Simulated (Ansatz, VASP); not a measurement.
Bi2Te3: VASP beside Ansatz

The input INCAR:

```
PREC     = Accurate       # precision mode
ENCUT    = 520            # plane-wave cutoff, eV
EDIFF    = 1E-8           # SCF threshold, eV
ISMEAR   = -1             # smearing method
SIGMA    = 0.08           # smearing width, eV
LREAL    = F              # projectors in reciprocal space
LASPH    = T              # aspherical terms in the spheres
NELM     = 100            # most SCF steps
ALGO     = Normal         # electronic algorithm
ISIF     = 2              # what is computed and relaxed
LWAVE    = F              # write WAVECAR
LCHARG   = F              # write CHGCAR
GGA      = PS             # functional
LEFG     = T            
NBANDS   = 32             # bands
```

Contents of KPOINTS:

```
regular mesh
0
Gamma
  7 7 7
```

POSCAR

```
Bi2Te3
1.0
    2.1930005584      1.2661294627     10.4706401000
   -2.1930005584      1.2661294627     10.4706401000
    0.0000000000     -2.5322589254     10.4706401000
Bi Te
2 3
Direct
    0.4000000000      0.4000000000      0.4000000000
    0.6000000000      0.6000000000      0.6000000000
    0.0000000000      0.0000000000      0.0000000000
    0.2095000000      0.2095000000      0.2095000000
    0.7905000000      0.7905000000      0.7905000000
```

Input for Ansatz:

```yaml
crystal:
  lattice:
    - [2.1930005584, 1.2661294627, 10.4706401]
    - [-2.1930005584, 1.2661294627, 10.4706401]
    - [0.0, -2.5322589254, 10.4706401]
  atoms:
    - { symbol: Bi, position: [0.4, 0.4, 0.4] }
    - { symbol: Bi, position: [0.6, 0.6, 0.6] }
    - { symbol: Te, position: [0.0, 0.0, 0.0] }
    - { symbol: Te, position: [0.2095, 0.2095, 0.2095] }
    - { symbol: Te, position: [0.7905, 0.7905, 0.7905] }
kpoints:
  mp_grid: { grid: [7, 7, 7] }
scf:
  occupations: { method: fermi_dirac, width: 0.08 }
hamiltonian:
  xc: pbesol
  pseudopotentials: { kind: all_electron, datasets: crystal }
output:
  forces: true
  stress: true
  eigenvalues: true
  efg: { contact_densities: true }
```

Change from the starting cell: zz strain of +3 %, crystal datasets.

Alike in both runs: task electric field gradients; functional PBEsol; k mesh 7 × 7 × 7; occupations fermi-dirac, width 0.08 eV; no spin polarisation.

```csv
,VASP,Ansatz
version,VASP 6.6.1,Ansatz 0.2.0
potentials or method,"VASP PAW PBE potentials, release 64 (Bi_d, Te), cutoff 520 eV","all-electron PAW with datasets made for the crystal, scalar-relativistic"
```

|  | VASP | Ansatz | Ansatz less VASP |
| --- | --- | --- | --- |
| pressure (GPa) | -2.1 | -2.1 | +0.01 |
| traceless stress, the component that is largest in VASP (GPa) | -0.93 | -0.93 | -0.006 |
| rms of the force components (eV/Å) | 0.136 | 0.142 | +0.0060 |
| size of Vzz on the site where it differs most (V/Å²) | 118.9 | 124.6 | +5.71 |

VASP's potentials were made for PBE, not for PBEsol. Atom by atom the forces differ by 0.006 eV/Å (rms over components). Ansatz ran all-electron here, and VASP with PAW potentials.

Neither program's run includes spin-orbit coupling.
